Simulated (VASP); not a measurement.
# Sb in VASP: a series of runs, part 2 of 3

VASP 6.6.1. Earlier steps stand in the parts before.

## (3) Electric field gradients, PBE (equal xy, yz and zx shear strains of -2 %)

INCAR reads:

```
PREC = Accurate
ENCUT = 520
EDIFF = 1E-8
ISMEAR = -1
SIGMA = 0.05
LREAL = False
LASPH = True
NELM = 60
ALGO = Normal
ISIF = 2
LWAVE = False
LCHARG = False
GGA = PE
LEFG = True
NBANDS = 8
```

KPOINTS reads:

```
Automatic mesh
0
Gamma
  12 12 12
```

POSCAR reads:

```
Sb
1.0
   -0.0461000000      2.2819500000      2.2819500000
    2.2819500000     -0.0461000000      2.2819500000
    2.2819500000      2.2819500000     -0.0461000000
Sb
1
Direct
    0.0000000000      0.0000000000      0.0000000000
```

Potentials or basis: VASP PAW PBE potentials, release 64 (Sb).

The run is started by

```bash
$ cat potpaw_PBE.64/Sb/POTCAR > POTCAR
$ mpirun -np 1 vasp_std > vasp.out
```

OUTCAR:

```text
PREC = Accurate
   ENCUT = 520
   EDIFF = 1E-8
   ISMEAR = -1
   LREAL = False
   LASPH = True
   NELM = 60
   ISIF = 2
   GGA = PE

 ion  position               nearest neighbor table
   1  0.000  0.000  0.000-

  LATTYP: Found a trigonal (rhomboedric) cell.
 ALAT       =     3.2274938908
 COS(alpha) =     0.4797000918

  Lattice vectors:

 A1 = (  -0.0461000000,   2.2819500000,   2.2819500000)
[... 469 lines left out ...]
 -----------------------------------------------------------------------------------
    total drift:                                0.000000     -0.000000     -0.000000

  FREE ENERGIE OF THE ION-ELECTRON SYSTEM (eV)
  ---------------------------------------------------
  free  energy   TOTEN  =        -3.7480054634 eV

  energy  without entropy=       -3.7421285303  energy(sigma->0) =       -3.74506700

 Electric field gradients (V/A^2)
---------------------------------------------------------------------
 ion       V_xx      V_yy      V_zz      V_xy      V_xz      V_yz
---------------------------------------------------------------------
   1      -0.000    -0.000    -0.000     0.686     0.686     0.686
---------------------------------------------------------------------

 Electric field gradients after diagonalization (V/A^2)
 (convention: |V_zz| > |V_xx| > |V_yy|)
----------------------------------------------------------------------
 ion       V_xx      V_yy      V_zz     asymmetry (V_yy - V_xx)/ V_zz
----------------------------------------------------------------------
   1      -0.686    -0.686     1.371       0.000
----------------------------------------------------------------------

           NMR quadrupolar parameters

 Cq : quadrupolar parameter    Cq=e*Q*V_zz/h
 eta: asymmetry parameters     (V_yy - V_xx)/ V_zz
 Q  : nuclear electric quadrupole moment in mb (millibarn)
----------------------------------------------------------------------
 ion       Cq(MHz)       eta       Q (mb)
----------------------------------------------------------------------
   1       0.003       0.000       1.000
----------------------------------------------------------------------
```

Wall time 14 s (1 thread of Intel Xeon Platinum 8488C (Sapphire Rapids), shared host); peak memory 0.16 GiB.

What came out:

```
Free energy : -3.7480 eV
Pressure    : 8.9 GPa
```

Stress tensor (GPa, compression positive):
```
8.93 0.32 0.32
0.32 8.93 0.32
0.32 0.32 8.93
```

Electric field gradients, principal values (V/Å²):
```csv
atom,least,middle,greatest (by size)
1 Sb,-0.686,-0.686,1.371
```

Caveat: the cell differs from its parent crystal (equal xy, yz and zx shear strains of -2 %); without QUAD_EFG the Cq values of the log hold for a quadrupole moment of 1 mb, not for the nuclei; spin-orbit coupling is left out, which moves the levels of the heavy elements.

## (4) Electric field gradients, PBE (equal xy, yz and zx shear strains of +1 %)

INCAR reads:

```
SYSTEM = Sb
PREC = Accurate
ENCUT = 520
EDIFF = 1E-8
ISMEAR = -1
SIGMA = 0.05
LREAL = .FALSE.
LASPH = .TRUE.
NELM = 100
ALGO = Normal
ISIF = 2
LWAVE = .FALSE.
LCHARG = .FALSE.
GGA = PE
LEFG = .TRUE.
NBANDS = 8
```

KPOINTS reads:

```
regular mesh
0
G
  12 12 12
  0 0 0
```

POSCAR reads:

```
Sb
1.0
    0.0230500000      2.3165250000      2.3165250000
    2.3165250000      0.0230500000      2.3165250000
    2.3165250000      2.3165250000      0.0230500000
Sb
1
Direct
    0.0000000000      0.0000000000      0.0000000000
```

Potentials or basis: VASP PAW PBE potentials, release 64 (Sb).

The run is started by

```bash
$ cat potpaw_PBE.64/Sb/POTCAR > POTCAR
$ mpirun -np 1 vasp_std > vasp.out
```

OUTCAR:

```text
SYSTEM = Sb
   PREC = Accurate
   ENCUT = 520
   EDIFF = 1E-8
   ISMEAR = -1
   LREAL = .FALSE.
   LASPH = .TRUE.
   NELM = 100
   ISIF = 2
   GGA = PE

 ion  position               nearest neighbor table
   1  0.000  0.000  0.000-

  LATTYP: Found a trigonal (rhomboedric) cell.
 ALAT       =     3.2761421602
 COS(alpha) =     0.5099250056

  Lattice vectors:

 A1 = (   0.0230500000,   2.3165250000,   2.3165250000)
 A2 = (   2.3165250000,   0.0230500000,   2.3165250000)
 A3 = (   2.3165250000,   2.3165250000,   0.0230500000)

Analysis of symmetry for initial positions (statically):
=====================================================================
 Subroutine PRICEL returns:
 Original cell was already a primitive cell.

 Routine SETGRP: Setting up the symmetry group for a
 trigonal (rhombohedral) supercell.

 Subroutine GETGRP returns: Found 12 space group operations
 (whereof 12 operations were pure point group operations)
 out of a pool of 12 trial point group operations.

The static configuration has the point symmetry D_3d.

Analysis of symmetry for dynamics (positions and initial velocities):
=====================================================================
 Subroutine PRICEL returns:
 Original cell was already a primitive cell.

 Routine SETGRP: Setting up the symmetry group for a
 trigonal (rhombohedral) supercell.

 Subroutine GETGRP returns: Found 12 space group operations
 (whereof 12 operations were pure point group operations)
 out of a pool of 12 trial point group operations.

The dynamic configuration has the point symmetry D_3d.

 Subroutine INISYM returns: Found 12 space group operations
 (whereof 12 operations are pure point group operations),
 and found     1 'primitive' translations

----------------------------------------------------------------------------------------

                                     Primitive cell

  volume of cell :      24.4912

  direct lattice vectors                    reciprocal lattice vectors
     0.023050000  2.316525000  2.316525000    -0.219089045  0.216930532  0.216930532
     2.316525000  0.023050000  2.316525000     0.216930532 -0.219089045  0.216930532
     2.316525000  2.316525000  0.023050000     0.216930532  0.216930532 -0.219089045

  length of vectors
     3.276142160  3.276142160  3.276142160     0.376985041  0.376985041  0.376985041

  position of ions in fractional coordinates (direct lattice)
     0.000000000  0.000000000  0.000000000

  ion indices of the primitive-cell ions
   primitive index   ion index
                 1           1

----------------------------------------------------------------------------------------

 KPOINTS: regular mesh

Automatic generation of k-mesh.
 Grid dimensions read from file:
 generate k-points for:   12   12   12

 Generating k-lattice:

  Cartesian coordinates                     Fractional coordinates (reciprocal lattice)
    -0.018257420  0.018077544  0.018077544     0.083333333 -0.000000000 -0.000000000
[... 60 lines left out ...]
   LREAL  =      F    real-space projection
   EDIFFG = 0.1E-06   stopping-criterion for IOM
   NSW    =      0    number of steps for IOM
   IBRION =     -1    ionic relax: 0-MD 1-quasi-New 2-CG
   NFREE  =      0    steps in history (QN), initial steepest desc. (CG)
   ISIF   =      2    stress and relaxation
   ISYM   =      2    0-nonsym 1-usesym 2-fastsym
   POTIM  = 0.5000    time-step for ionic-motion
   TEBEG  =    0.0;   TEEND  =   0.0 temperature during run
   PSTRESS=    0.0 pullay stress
   NELECT =       5.0000    total number of electrons
   NUPDOWN=      -1.0000    fix difference up-down
   EMIN   =  10.00;   EMAX   =-10.00  energy-range for DOS
   EFERMI =   0.00;   METHOD = LEGACY
   ISMEAR =    -1;   SIGMA  =   0.05  broadening in eV -4-tet -1-fermi 0-gaus
   EFERMI_NEDOS =   21; number of points for ismear=-14 and -15
   IALGO  =     38    algorithm
   IMIX   =      4    mixing-type and parameters
     AMIX     =   0.40;   BMIX     =  1.00
     AMIX_MAG =   1.60;   BMIX_MAG =  1.00
  volume/ion in A,a.u.               =      24.49       165.27
  Fermi-wavevector in a.u.,A,eV,Ry     =   0.963965  1.821630 12.642929  0.929229
  Thomas-Fermi vector in A             =   2.093556
   LORBIT       =      0    0 simple, 1 ext, 2 COOP (PROOUT), +10 PAW based schemes
   GGA     = PE    functional components
   LHFCALC =     F    Hartree Fock is set to
   AEXX    =    0.0000 exact exchange contribution
   IVDW    =     0    specifies the selected vdW correction
   LEPSILON=     F    determine dielectric tensor
   LRPA    =     F    only Hartree local field effects (RPA)
 non-spin polarized calculation
  energy-cutoff  :      520.00
  volume of cell :       24.49
 maximum number of plane-waves:       670
   NGX = 13   NGY = 13   NGZ = 13

 number of electron       4.9999999 magnetization

 Free energy of the ion-electron system (eV)
  ---------------------------------------------------
  ext. energy  EPLUGINS =         0.00000000
  ---------------------------------------------------
  free energy    TOTEN  =        -3.74981246 eV

  energy without entropy =       -3.74370314  energy(sigma->0) =       -3.74675780

 E-fermi :   9.8795     XC(G=0): -10.6537

 val. band max:        9.8762178530   @ k =  -0.3333  -0.3333   0.0833
 cond. band min:       9.9296062839   @ k =  -0.2500   0.2500   0.1667
 fundamental gap:      0.0533884309
 Fermi energy:         9.8795220316

 k-point     1 :       0.0000    0.0000    0.0000
  band No.  band energies     occupation
      1      -3.8926      2.00000
      2      15.6256      0.00000
      3      15.9823      0.00000
      4      15.9823      0.00000
      5      19.8455      0.00000
      6      20.0504      0.00000
      7      20.2041      0.00000
      8      20.2041      0.00000
[... 243 lines left out ...]
 k-point    24 :      -0.4167    0.1667   -0.0000
  band No.  band energies     occupation
      1       0.8394      2.00000
      2       4.0678      2.00000
      3      10.4004      0.00006
      4      12.8831      0.00000
      5      16.6131      0.00000
      6      20.7115      0.00000
      7      21.1746      0.00000
      8      24.2988      0.00000

 [... further k-points ...]
[... 5 lines left out ...]
  --------------------------------------------------------------------------------------
  -------------------------------------------------------------------------------------
  Total        1.3266830      1.3266830      1.3266830     -0.0130698     -0.0130698     -0.0130698
  in kB       86.7895499     86.7895499     86.7895499     -0.8550072     -0.8550072     -0.8550072
  external PRESSURE =      86.7895499 kB  Pullay stress =       0.0000000 kB

 VOLUME and BASIS-vectors are now :
 -----------------------------------------------------------------------------
  energy-cutoff  :      520.00
  volume of cell :       24.49
      direct lattice vectors                 reciprocal lattice vectors
     0.023050000  2.316525000  2.316525000    -0.219089045  0.216930532  0.216930532
     2.316525000  0.023050000  2.316525000     0.216930532 -0.219089045  0.216930532
     2.316525000  2.316525000  0.023050000     0.216930532  0.216930532 -0.219089045

 POSITION                                       TOTAL-FORCE (eV/Angst)
 -----------------------------------------------------------------------------------
      0.00000      0.00000      0.00000        -0.000000      0.000000     -0.000000
 -----------------------------------------------------------------------------------
    total drift:                                0.000000      0.000000     -0.000000

  FREE ENERGIE OF THE ION-ELECTRON SYSTEM (eV)
  ---------------------------------------------------
  free  energy   TOTEN  =        -3.7498124552 eV

  energy  without entropy=       -3.7437031378  energy(sigma->0) =       -3.74675780

 Electric field gradients (V/A^2)
---------------------------------------------------------------------
 ion       V_xx      V_yy      V_zz      V_xy      V_xz      V_yz
---------------------------------------------------------------------
   1      -0.000    -0.000     0.000    -1.864    -1.864    -1.864
---------------------------------------------------------------------

 Electric field gradients after diagonalization (V/A^2)
 (convention: |V_zz| > |V_xx| > |V_yy|)
----------------------------------------------------------------------
 ion       V_xx      V_yy      V_zz     asymmetry (V_yy - V_xx)/ V_zz
----------------------------------------------------------------------
   1       1.864     1.864    -3.727       0.000
----------------------------------------------------------------------

           NMR quadrupolar parameters

 Cq : quadrupolar parameter    Cq=e*Q*V_zz/h
 eta: asymmetry parameters     (V_yy - V_xx)/ V_zz
 Q  : nuclear electric quadrupole moment in mb (millibarn)
----------------------------------------------------------------------
 ion       Cq(MHz)       eta       Q (mb)
----------------------------------------------------------------------
   1      -0.009       0.000       1.000
----------------------------------------------------------------------
```

OSZICAR:

```text
N       E                     dE             d eps       ncg     rms          rms(c)
DAV:   1     0.523805758139E+01    0.52381E+01   -0.16840E+03  3048   0.409E+02
DAV:   2    -0.366700526085E+01   -0.89051E+01   -0.86263E+01  4280   0.533E+01
DAV:   3    -0.375478802015E+01   -0.87783E-01   -0.87661E-01  3648   0.600E+00
DAV:   4    -0.375500742649E+01   -0.21941E-03   -0.21940E-03  4808   0.363E-01
DAV:   5    -0.375500780266E+01   -0.37617E-06   -0.37559E-06  3720   0.940E-03    0.203E+00
DAV:   6    -0.375173162800E+01    0.32762E-02   -0.11363E-03  3864   0.185E-01    0.117E+00
DAV:   7    -0.374981138980E+01    0.19202E-02   -0.25411E-03  3480   0.275E-01    0.435E-02
DAV:   8    -0.374981274790E+01   -0.13581E-05   -0.32659E-05  4512   0.456E-02    0.669E-03
DAV:   9    -0.374981286533E+01   -0.11743E-06   -0.53388E-07  4160   0.570E-03    0.114E-03
DAV:  10    -0.374981262040E+01    0.24493E-06   -0.24689E-08  4152   0.920E-04    0.118E-03
DAV:  11    -0.374981244141E+01    0.17899E-06   -0.10074E-09  3208   0.265E-04    0.567E-05
DAV:  12    -0.374981245588E+01   -0.14466E-07   -0.10862E-10  2152   0.617E-05    0.769E-06
DAV:  13    -0.374981245521E+01    0.66638E-09   -0.10731E-11  1864   0.245E-05
   1 F= -.37498125E+01 E0= -.37467578E+01  d E =-.610932E-02
```

Wall time 14 s (1 thread of Intel Xeon Platinum 8488C (Sapphire Rapids), shared host); peak memory 0.16 GiB.

Results:

| Property | Result |
| --- | --- |
| Free energy | -3.7498 eV |
| Pressure | 8.7 GPa |

Stress tensor (GPa, compression positive):
```
 8.68 -0.09 -0.09
-0.09  8.68 -0.09
-0.09 -0.09  8.68
```

Levels at points of the mesh, in eV from the Fermi level:
| k point | band 1 | band 2 | band 3 | band 4 | band 5 | band 6 |
| --- | --- | --- | --- | --- | --- | --- |
| (0.00, 0.00, 0.00) | -13.77 | 5.75 | 6.10 | 6.10 | 9.97 | 10.17 |
| (0.50, 0.00, 0.00) | -9.41 | -6.50 | 3.93 | 4.03 | 8.67 | 9.13 |
| (0.50, 0.50, 0.00) | -7.55 | -5.52 | 0.21 | 0.46 | 4.15 | 4.54 |
| (0.50, 0.50, 0.50) | -9.62 | -6.54 | 4.23 | 4.23 | 8.96 | 9.41 |

Electric field gradients, principal values (V/Å²):
```csv
atom,least,middle,greatest (by size)
1 Sb,1.864,1.864,-3.727
```

Caveat: the cell differs from its parent crystal (equal xy, yz and zx shear strains of +1 %); without QUAD_EFG the Cq values of the log hold for a quadrupole moment of 1 mb, not for the nuclei; spin-orbit coupling is left out, which moves the levels of the heavy elements.

(Continued in part 3 of 3.)
